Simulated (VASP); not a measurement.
Wanted: the native input for a VASP 6.6.1 run.

| Property | Result |
| --- | --- |
| Task | relaxation of cell and atoms |
| Functional | PBE |
| Potentials or basis | VASP PAW PBE potentials, release 64 (Al, H) |
| Cutoff | 600 eV |
| k mesh | 6 × 6 × 4 |
| Occupations | gaussian, width 0.02 eV |
| Spin | no spin polarisation |
| Dipole correction | no |
| Further INCAR settings | ALGO = Normal; EDIFF = 1e-06; IBRION = 2; EDIFFG = -0.01; NSW = 100; ISIF = 3 |

The structure of AlH7 lies in POSCAR:

```
AlH7
1.0
    5.6308806280      0.0000000000      0.0000000000
   -2.8154403140      4.8764856695      0.0000000000
    0.0000000000      0.0000000000      5.6748021290
Al H
1 7
Direct
    0.0000000000      0.0000000000      0.0000000000
    0.3333333333      0.6666666667      0.5662522089
    0.3333333333      0.6666666667      0.4337477911
    0.6666666667      0.3333333333      0.4337477911
    0.6666666667      0.3333333333      0.5662522089
    0.2829597096      0.0000000000      0.0000000000
    0.7170402904      0.7170402904      0.0000000000
    0.0000000000      0.2829597096      0.0000000000
```

These files were run (other wordings do the same):

INCAR

```
SYSTEM = AlH7
  PREC = Accurate
  ENCUT = 600
  EDIFF = 1E-6
  ISMEAR = 0
  SIGMA = 0.02
  LREAL = .False.
  LASPH = .True.
  NELM = 80
  ALGO = Normal
  ISIF = 3
  LWAVE = .False.
  LCHARG = .False.
  GGA = PE
  IBRION = 2
  NSW = 100
  EDIFFG = -0.01
```

KPOINTS

```
regular mesh
0
Gamma
  6 6 4
  0 0 0
```

Potentials or basis: VASP PAW PBE potentials, release 64 (Al, H).

Launch:

```bash
$ cat potpaw_PBE.64/Al/POTCAR potpaw_PBE.64/H/POTCAR > POTCAR
$ mpirun -np 1 vasp_std > vasp.out
```

It gave:

| Item | Value |
| --- | --- |
| Relaxed volume | 19.47 Å³/atom |
| Relaxed cell | a = 5.631 Å, b = 5.631 Å, c = 5.674 Å, α = 90.00°, β = 90.00°, γ = 120.00° |
| Space group after relaxing (to 0.05 Å) | P-62m (No. 189) |
| Energy gained by relaxing | 0.0 meV/atom |
| Ionic steps | 3 |
| Pressure after relaxing | 0.0 GPa |
| Largest force after relaxing | 0.003 eV/Å |
| Band gap on the k mesh | 4.06 eV, indirect (least direct gap 4.25 eV) |

Wall time 56 s on 1 thread of AMD EPYC 7R13 Processor (Zen 3), with other jobs on the host, peak memory 0.3 GiB.
